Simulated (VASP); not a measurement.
# PbS (Fm-3m) in VASP: a series of runs

The runs below take PbS through single point, relaxation of cell and atoms, with PBE.

Everything below comes from runs of VASP 6.6.1. Logs are shortened: lines on timing, memory, paths and dates and some standing lists are left out, and cuts for length are marked.

### 1 The cell of the first run

The structure is cubic, space group Fm-3m (No. 225). The conventional cell has a = 6.009 Å, b = 6.009 Å, c = 6.009 Å, α = 90.00°, β = 90.00°, γ = 90.00°. Within 4.0 Å of Pb (site symmetry m-3m) lie 6 S at 3.00 Å. S (site symmetry m-3m) has 6 Pb at 3.00 Å within 4.0 Å.

### 2 Single point, PBE

The input, INCAR:

```
ALGO = Normal
EDIFF = 1E-6
ENCUT = 520
GGA = PE
ISIF = 2
ISMEAR = 0
LASPH = T
LCHARG = T
LELF = T
LREAL = F
LVHAR = T
LWAVE = F
NBANDS = 17
NELM = 60
PREC = Accurate
SIGMA = 0.02
```

The input, KPOINTS:

```
k-points
0
Gamma
  10 10 10
```

The input, POSCAR:

```
PbS
1.0
    0.0000000000      3.0044185750      3.0044185750
    3.0044185750      0.0000000000      3.0044185750
    3.0044185750      3.0044185750      0.0000000000
Pb S
1 1
Direct
    0.0000000000      0.0000000000      0.0000000000
    0.5000000000      0.5000000000      0.5000000000
```

Potentials or basis: VASP PAW PBE potentials, release 64 (Pb_d, S).

Launch:

```bash
$ cat potpaw_PBE.64/Pb_d/POTCAR potpaw_PBE.64/S/POTCAR > POTCAR
$ mpirun -np 1 vasp_std > vasp.out
```

OUTCAR:

```text
EDIFF = 1E-6
   ENCUT = 520
   GGA = PE
   ISIF = 2
   ISMEAR = 0
   LASPH = T
   LREAL = F
   NELM = 60
   PREC = Accurate

 ion  position               nearest neighbor table
   1  0.000  0.000  0.000-   2 3.00   2 3.00   2 3.00   2 3.00   2 3.00   2 3.00
   2  0.500  0.500  0.500-   1 3.00   1 3.00   1 3.00   1 3.00   1 3.00   1 3.00

  LATTYP: Found a face centered cubic cell.
 ALAT       =     6.0088371500

  Lattice vectors:

 A1 = (   0.0000000000,   3.0044185750,   3.0044185750)
 A2 = (   3.0044185750,   0.0000000000,   3.0044185750)
 A3 = (   3.0044185750,   3.0044185750,   0.0000000000)

Analysis of symmetry for initial positions (statically):
=====================================================================
 Subroutine PRICEL returns:
 Original cell was already a primitive cell.

 Routine SETGRP: Setting up the symmetry group for a
 face centered cubic supercell.

 Subroutine GETGRP returns: Found 48 space group operations
 (whereof 48 operations were pure point group operations)
 out of a pool of 48 trial point group operations.

The static configuration has the point symmetry O_h .

Analysis of symmetry for dynamics (positions and initial velocities):
=====================================================================
 Subroutine PRICEL returns:
 Original cell was already a primitive cell.

 Routine SETGRP: Setting up the symmetry group for a
 face centered cubic supercell.

 Subroutine GETGRP returns: Found 48 space group operations
 (whereof 48 operations were pure point group operations)
 out of a pool of 48 trial point group operations.

The dynamic configuration has the point symmetry O_h .

 Subroutine INISYM returns: Found 48 space group operations
 (whereof 48 operations are pure point group operations),
 and found     1 'primitive' translations

----------------------------------------------------------------------------------------

                                     Primitive cell

  volume of cell :      54.2390

  direct lattice vectors                    reciprocal lattice vectors
     0.000000000  3.004418575  3.004418575    -0.166421551  0.166421551  0.166421551
     3.004418575  0.000000000  3.004418575     0.166421551 -0.166421551  0.166421551
     3.004418575  3.004418575  0.000000000     0.166421551  0.166421551 -0.166421551

  length of vectors
     4.248889496  4.248889496  4.248889496     0.288250582  0.288250582  0.288250582

  position of ions in fractional coordinates (direct lattice)
     0.000000000  0.000000000  0.000000000
     0.500000000  0.500000000  0.500000000

  ion indices of the primitive-cell ions
   primitive index   ion index
                 1           1
                 2           2

----------------------------------------------------------------------------------------

 KPOINTS: k-points

Automatic generation of k-mesh.
 Grid dimensions read from file:
 generate k-points for:   10   10   10

 Generating k-lattice:

  Cartesian coordinates                     Fractional coordinates (reciprocal lattice)
    -0.016642155  0.016642155  0.016642155     0.100000000  0.000000000  0.000000000
     0.016642155 -0.016642155  0.016642155     0.000000000  0.100000000  0.000000000
     0.016642155  0.016642155 -0.016642155     0.000000000  0.000000000  0.100000000

  Length of vectors
     0.028825058  0.028825058  0.028825058

  Shift w.r.t. Gamma in fractional coordinates (k-lattice)
     0.000000000  0.000000000  0.000000000

 Subroutine IBZKPT returns following result:
 ===========================================

 Found     47 irreducible k-points:

 Following reciprocal coordinates:
            Coordinates               Weight
  0.000000  0.000000  0.000000      1.000000
  0.100000  0.000000  0.000000      8.000000
  0.200000  0.000000  0.000000      8.000000
  0.300000  0.000000  0.000000      8.000000
  0.400000  0.000000  0.000000      8.000000
  0.500000  0.000000  0.000000      4.000000
[... 16 lines left out ...]
  0.300000  0.300000  0.000000      6.000000
  0.400000  0.300000  0.000000     24.000000
 [... further k-points ...]
   k-points           NKPTS =     47   k-points in BZ     NKDIM =     47   number of bands    NBANDS=     17
   number of dos      NEDOS =    301   number of ions     NIONS =      2
   total plane-waves  NPLWV =  32768
   dimension x,y,z NGX =    32 NGY =   32 NGZ =   32
   dimension x,y,z NGXF=    64 NGYF=   64 NGZF=   64
   ions per type =               1   1
   NGX,Y,Z   is equivalent  to a cutoff of  12.52, 12.52, 12.52 a.u.
   NGXF,Y,Z  is equivalent  to a cutoff of  25.04, 25.04, 25.04 a.u.
 SYSTEM =  unknown system
   PREC   = accura    normal or accurate (medium, high low for compatibility)
   ISTART =      0    job   : 0-new  1-cont  2-samecut
   ICHARG =      2    charge: 1-file 2-atom 10-const
   ISPIN  =      1    spin polarized calculation?
   LNONCOLLINEAR =      F non collinear calculations
   LSORBIT =      F    spin-orbit coupling
   LASPH  =      T    aspherical Exc in radial PAW
   ENCUT  =  520.0 eV  38.22 Ry    6.18 a.u.   7.90  7.90  7.90*2*pi/ulx,y,z
   NELM   =     60;   NELMIN=  2; NELMDL= -5     # of ELM steps
   EDIFF  = 0.1E-05   stopping-criterion for ELM
   LREAL  =      F    real-space projection
   EDIFFG = 0.1E-04   stopping-criterion for IOM
   NSW    =      0    number of steps for IOM
   IBRION =     -1    ionic relax: 0-MD 1-quasi-New 2-CG
   NFREE  =      0    steps in history (QN), initial steepest desc. (CG)
   ISIF   =      2    stress and relaxation
   ISYM   =      2    0-nonsym 1-usesym 2-fastsym
   POTIM  = 0.5000    time-step for ionic-motion
   TEBEG  =    0.0;   TEEND  =   0.0 temperature during run
   PSTRESS=    0.0 pullay stress
   NELECT =      20.0000    total number of electrons
   NUPDOWN=      -1.0000    fix difference up-down
   EMIN   =  10.00;   EMAX   =-10.00  energy-range for DOS
   EFERMI =   0.00;   METHOD = LEGACY
   ISMEAR =     0;   SIGMA  =   0.02  broadening in eV -4-tet -1-fermi 0-gaus
   EFERMI_NEDOS =   21; number of points for ismear=-14 and -15
   IALGO  =     38    algorithm
   IMIX   =      4    mixing-type and parameters
     AMIX     =   0.40;   BMIX     =  1.00
     AMIX_MAG =   1.60;   BMIX_MAG =  1.00
  volume/ion in A,a.u.               =      27.12       183.01
  Fermi-wavevector in a.u.,A,eV,Ry     =   1.173945  2.218434 18.750824  1.378147
  Thomas-Fermi vector in A             =   2.310350
   LORBIT       =      0    0 simple, 1 ext, 2 COOP (PROOUT), +10 PAW based schemes
   GGA     = PE    functional components
   LHFCALC =     F    Hartree Fock is set to
   AEXX    =    0.0000 exact exchange contribution
   IVDW    =     0    specifies the selected vdW correction
   LEPSILON=     F    determine dielectric tensor
   LRPA    =     F    only Hartree local field effects (RPA)
 non-spin polarized calculation
 Gauss-broadening in eV      SIGMA  =   0.02
  energy-cutoff  :      520.00
  volume of cell :       54.24
 maximum number of plane-waves:      1476
   NGX = 15   NGY = 15   NGZ = 15

 number of electron      20.0000003 magnetization

 Free energy of the ion-electron system (eV)
  ---------------------------------------------------
  ext. energy  EPLUGINS =         0.00000000
  ---------------------------------------------------
  free energy    TOTEN  =        -8.76948896 eV

  energy without entropy =       -8.76948896  energy(sigma->0) =       -8.76948896

 E-fermi :   5.4257     XC(G=0):  -9.5006

 val. band max:        5.2818704888   @ k =   0.5000   0.0000   0.0000
 cond. band min:       5.7807932636   @ k =   0.5000   0.0000   0.0000
 fundamental gap:      0.4989227747
 Fermi energy:         5.4256849310

 k-point     1 :       0.0000    0.0000    0.0000
  band No.  band energies     occupation
      1     -11.4461      2.00000
      2     -11.4461      2.00000
      3     -11.4461      2.00000
      4     -11.4287      2.00000
      5     -11.4287      2.00000
      6      -7.9334      2.00000
[... 9 lines left out ...]
     16      12.1482      0.00000
     17      14.0878      0.00000

 k-point     2 :       0.1000    0.0000    0.0000
  band No.  band energies     occupation
      1     -11.4456      2.00000
      2     -11.4439      2.00000
      3     -11.4439      2.00000
      4     -11.4295      2.00000
      5     -11.4295      2.00000
      6      -7.8529      2.00000
[... 9 lines left out ...]
     16      12.3868      0.00000
     17      14.8636      0.00000

 k-point     3 :       0.2000    0.0000    0.0000
  band No.  band energies     occupation
      1     -11.4445      2.00000
      2     -11.4438      2.00000
      3     -11.4438      2.00000
      4     -11.4262      2.00000
      5     -11.4262      2.00000
      6      -7.6229      2.00000
[... 9 lines left out ...]
     16      12.9518      0.00000
     17      16.3129      0.00000

 k-point     4 :       0.3000    0.0000    0.0000
  band No.  band energies     occupation
      1     -11.4498      2.00000
      2     -11.4498      2.00000
      3     -11.4434      2.00000
      4     -11.4160      2.00000
      5     -11.4160      2.00000
      6      -7.2857      2.00000
[... 9 lines left out ...]
     16      13.7865      0.00000
     17      17.4690      0.00000
[... 343 lines left out ...]
      1     -11.4547      2.00000
      2     -11.4431      2.00000
      3     -11.4401      2.00000
      4     -11.4268      2.00000
      5     -11.4150      2.00000
      6      -7.1663      2.00000
[... 9 lines left out ...]
     16      15.1483      0.00000
     17      15.5732      0.00000

 k-point    23 :       0.3000    0.3000    0.0000
  band No.  band energies     occupation
      1     -11.4972      2.00000
      2     -11.4601      2.00000
      3     -11.4142      2.00000
      4     -11.4124      2.00000
      5     -11.4124      2.00000
      6      -7.0518      2.00000
[... 9 lines left out ...]
     16      15.7468      0.00000
     17      16.1628      0.00000

 k-point    24 :       0.4000    0.3000    0.0000
  band No.  band energies     occupation
      1     -11.5139      2.00000
      2     -11.4600      2.00000
      3     -11.4172      2.00000
      4     -11.4068      2.00000
      5     -11.4021      2.00000
      6      -6.7890      2.00000
[... 9 lines left out ...]
     16      16.2438      0.00000
     17      16.9297      0.00000

 [... further k-points ...]
[... 5 lines left out ...]
  --------------------------------------------------------------------------------------
  -------------------------------------------------------------------------------------
  Total       -0.0222765     -0.0222765     -0.0222765      0.0000000      0.0000000     -0.0000000
  in kB       -0.6580317     -0.6580317     -0.6580317      0.0000000      0.0000000     -0.0000000
  external PRESSURE =      -0.6580317 kB  Pullay stress =       0.0000000 kB

 VOLUME and BASIS-vectors are now :
 -----------------------------------------------------------------------------
  energy-cutoff  :      520.00
  volume of cell :       54.24
      direct lattice vectors                 reciprocal lattice vectors
     0.000000000  3.004418575  3.004418575    -0.166421551  0.166421551  0.166421551
     3.004418575  0.000000000  3.004418575     0.166421551 -0.166421551  0.166421551
     3.004418575  3.004418575  0.000000000     0.166421551  0.166421551 -0.166421551

 POSITION                                       TOTAL-FORCE (eV/Angst)
 -----------------------------------------------------------------------------------
      0.00000      0.00000      0.00000         0.000000      0.000000      0.000000
      3.00442      3.00442      3.00442         0.000000     -0.000000     -0.000000
 -----------------------------------------------------------------------------------
    total drift:                                0.000000     -0.000000     -0.000000

  FREE ENERGIE OF THE ION-ELECTRON SYSTEM (eV)
  ---------------------------------------------------
  free  energy   TOTEN  =        -8.7694889641 eV

  energy  without entropy=       -8.7694889641  energy(sigma->0) =       -8.76948896
```

It took 17 s on 1 thread of Intel Xeon Platinum 8559C (Emerald Rapids), shared host; peak memory 0.2 GiB.

What came out:

```
Free energy            : -8.7695 eV
Pressure               : -0.1 GPa
Band gap on the k mesh : 0.50 eV, direct
```

Levels at points of the mesh, in eV from the valence-band top:
```tsv
k point	band 7	band 8	band 9	band 10	band 11	band 12	band 13	band 14
(0.00, 0.00, 0.00)	-6.07	-1.94	-1.94	-1.94	5.14	5.14	5.14	6.87
(0.50, 0.00, 0.00)	-8.59	-1.58	-1.58	0.00	0.50	2.08	2.08	8.65
(0.50, 0.50, 0.00)	-7.11	-4.83	-3.15	-3.15	4.07	5.48	5.57	5.57
```

Caveat: spin-orbit coupling is left out, which moves the levels of the heavy elements. A k mesh can miss the band edges.

### 3 Relaxation of cell and atoms, PBE

This run uses another cell than the first one, of 26.14 Å³/atom, 0.964 times its volume.

The input, INCAR:

```
  ALGO = Normal
  EDIFF = 1E-6
  EDIFFG = -0.005
  ENCUT = 600
  GGA = PE
  IBRION = 2
  ISIF = 3
  ISMEAR = 0
  LASPH = True
  LCHARG = False
  LREAL = False
  LWAVE = False
  NELM = 60
  NSW = 70
  PREC = Accurate
  SIGMA = 0.02
```

KPOINTS is that of step 2.

The input, POSCAR:

```
PbS
1.0
    0.0000000000      2.9679283527      2.9679283527
    2.9679283527      0.0000000000      2.9679283527
    2.9679283527      2.9679283527      0.0000000000
Pb S
1 1
Direct
    0.0000000000      0.0000000000      0.0000000000
    0.5000000000      0.5000000000      0.5000000000
```

Potentials or basis: VASP PAW PBE potentials, release 64 (Pb_d, S).

Launch:

```bash
$ cat potpaw_PBE.64/Pb_d/POTCAR potpaw_PBE.64/S/POTCAR > POTCAR
$ mpirun -np 1 vasp_std > vasp.out
```

OUTCAR:

```text
EDIFF = 1E-6
   EDIFFG = -0.005
   ENCUT = 600
   GGA = PE
   IBRION = 2
   ISIF = 3
   ISMEAR = 0
   LASPH = True
   LREAL = False
   NELM = 60
   NSW = 70
   PREC = Accurate

 ion  position               nearest neighbor table
   1  0.000  0.000  0.000-   2 2.97   2 2.97   2 2.97   2 2.97   2 2.97   2 2.97
   2  0.500  0.500  0.500-   1 2.97   1 2.97   1 2.97   1 2.97   1 2.97   1 2.97

  LATTYP: Found a face centered cubic cell.
 ALAT       =     5.9358567054

  Lattice vectors:

 A1 = (   0.0000000000,   2.9679283527,   2.9679283527)
 A2 = (   2.9679283527,   0.0000000000,   2.9679283527)
 A3 = (   2.9679283527,   2.9679283527,   0.0000000000)

Analysis of symmetry for initial positions (statically):
=====================================================================
 Subroutine PRICEL returns:
 Original cell was already a primitive cell.

 Routine SETGRP: Setting up the symmetry group for a
 face centered cubic supercell.

 Subroutine GETGRP returns: Found 48 space group operations
 (whereof 48 operations were pure point group operations)
 out of a pool of 48 trial point group operations.

The static configuration has the point symmetry O_h .

Analysis of symmetry for dynamics (positions and initial velocities):
=====================================================================
 Subroutine PRICEL returns:
[... 229 lines left out ...]
--------------------------------------- Ionic step        3  -------------------------------------------

 number of electron      19.9999998 magnetization

 Free energy of the ion-electron system (eV)
  ---------------------------------------------------
  ext. energy  EPLUGINS =         0.00000000
  ---------------------------------------------------
  free energy    TOTEN  =        -8.76945907 eV

  energy without entropy =       -8.76945907  energy(sigma->0) =       -8.76945907

 E-fermi :   5.4043     XC(G=0):  -9.5026

 val. band max:        5.2883827906   @ k =   0.5000   0.0000   0.0000
 cond. band min:       5.7859485277   @ k =   0.5000   0.0000   0.0000
 fundamental gap:      0.4975657372
 Fermi energy:         5.4043396196

 k-point     1 :       0.0000    0.0000    0.0000
  band No.  band energies     occupation
      1     -11.4407      2.00000
      2     -11.4407      2.00000
      3     -11.4407      2.00000
      4     -11.4233      2.00000
      5     -11.4233      2.00000
      6      -7.9314      2.00000
      7      -0.7786      2.00000
      8       3.3420      2.00000
      9       3.3420      2.00000
     10       3.3420      2.00000
     11      10.4248      0.00000
     12      10.4248      0.00000
     13      10.4248      0.00000
     14      12.1531      0.00000
[... 377 lines left out ...]
      1     -11.5087      2.00000
      2     -11.4547      2.00000
      3     -11.4117      2.00000
      4     -11.4013      2.00000
      5     -11.3966      2.00000
      6      -6.7856      2.00000
      7      -2.1646      2.00000
      8       1.9623      2.00000
      9       2.4413      2.00000
     10       2.5973      2.00000
     11       9.0502      0.00000
     12       9.5967      0.00000
     13      10.1854      0.00000
     14      10.6890      0.00000

 [... further k-points ...]
[... 5 lines left out ...]
  --------------------------------------------------------------------------------------
  -------------------------------------------------------------------------------------
  Total        0.0003239      0.0003239      0.0003239      0.0000000     -0.0000000     -0.0000000
  in kB        0.0095719      0.0095719      0.0095719      0.0000000     -0.0000000     -0.0000000
  external PRESSURE =       0.0095719 kB  Pullay stress =       0.0000000 kB
[... 17 lines left out ...]
  FREE ENERGIE OF THE ION-ELECTRON SYSTEM (eV)
  ---------------------------------------------------
  free  energy   TOTEN  =        -8.7694590739 eV

  energy  without entropy=       -8.7694590739  energy(sigma->0) =       -8.76945907

 reached required accuracy - stopping structural energy minimisation
```

OSZICAR:

```text
N       E                     dE             d eps       ncg     rms          rms(c)
DAV:   1     0.166971969981E+03    0.16697E+03   -0.10749E+04  1316   0.166E+03
DAV:   2     0.560443748154E+01   -0.16137E+03   -0.15752E+03  1400   0.379E+02
DAV:   3    -0.882911334178E+01   -0.14434E+02   -0.14134E+02  1748   0.112E+02
[... 25 lines left out ...]
DAV:   4    -0.876943802031E+01   -0.46097E-04   -0.38128E-04  1386   0.181E-01    0.473E-02
DAV:   5    -0.876945816413E+01   -0.20144E-04   -0.61282E-05  1682   0.103E-01    0.184E-02
DAV:   6    -0.876946108886E+01   -0.29247E-05   -0.89239E-06  1646   0.437E-02    0.321E-03
DAV:   7    -0.876945957519E+01    0.15137E-05   -0.82228E-07   922   0.133E-02    0.130E-03
DAV:   8    -0.876945907385E+01    0.50134E-06   -0.13406E-07   712   0.571E-03
   3 F= -.87694591E+01 E0= -.87694591E+01  d E =-.120931E-01
```

CONTCAR:

```text
PbS
   1.00000000000000
     0.0000000000000000    3.0039315782367995    3.0039315782367995
     3.0039315782367995    0.0000000000000000    3.0039315782367995
     3.0039315782367995    3.0039315782367995   -0.0000000000000000
  Pb              S
     1     1
Direct
     0.0000000000000000    0.0000000000000000    0.0000000000000000
     0.5000000000000000    0.5000000000000000    0.5000000000000000

  0.00000000E+00  0.00000000E+00  0.00000000E+00
  0.00000000E+00  0.00000000E+00  0.00000000E+00
```

Wall time 42 s (1 thread of Intel Xeon Platinum 8559C (Emerald Rapids), shared host); peak memory 0.23 GiB.

What came out:

| Property | Result |
| --- | --- |
| Free energy | -8.7695 eV |
| Relaxed volume | 27.11 Å³/atom |
| Relaxed cell | a = 4.248 Å, b = 4.248 Å, c = 4.248 Å, α = 60.00°, β = 60.00°, γ = 60.00° |
| Space group after relaxing (to 0.05 Å) | Fm-3m (No. 225) |
| Energy gained by relaxing | 6.0 meV/atom |
| Ionic steps | 3 |
| Pressure after relaxing | 0.0 GPa |
| Band gap on the k mesh | 0.50 eV, direct |

Step by step:
| step | energy change (eV) | largest force (eV/Å) | pressure (GPa) | volume (Å³) |
| --- | --- | --- | --- | --- |
| 1 | 0.0000 | 0.0000 | 2.07 | 52.29 |
| 2 | -0.0108 | 0.0000 | -0.64 | 54.88 |
| 3 | -0.0121 | 0.0000 | 0.00 | 54.21 |

Final structure:
```
Pb S
1.0
     0.00000    3.00393    3.00393
     3.00393    0.00000    3.00393
     3.00393    3.00393    0.00000
Pb S
1 1
Direct
  0.00000 0.00000 0.00000
  0.50000 0.50000 0.50000
```

Levels at points of the mesh, in eV from the valence-band top:
| k point | band 6 | band 7 | band 8 | band 9 | band 10 | band 11 | band 12 | band 13 | band 14 |
| --- | --- | --- | --- | --- | --- | --- | --- | --- | --- |
| (0.00, 0.00, 0.00) | -13.22 | -6.07 | -1.95 | -1.95 | -1.95 | 5.14 | 5.14 | 5.14 | 6.86 |
| (0.50, 0.00, 0.00) | -12.07 | -8.59 | -1.58 | -1.58 | 0.00 | 0.50 | 2.08 | 2.08 | 8.65 |
| (0.50, 0.50, 0.00) | -11.70 | -7.11 | -4.83 | -3.16 | -3.16 | 4.07 | 5.48 | 5.58 | 5.58 |

Caveat: spin-orbit coupling is left out, which moves the levels of the heavy elements. Zero-point motion and thermal expansion aren't in these numbers.
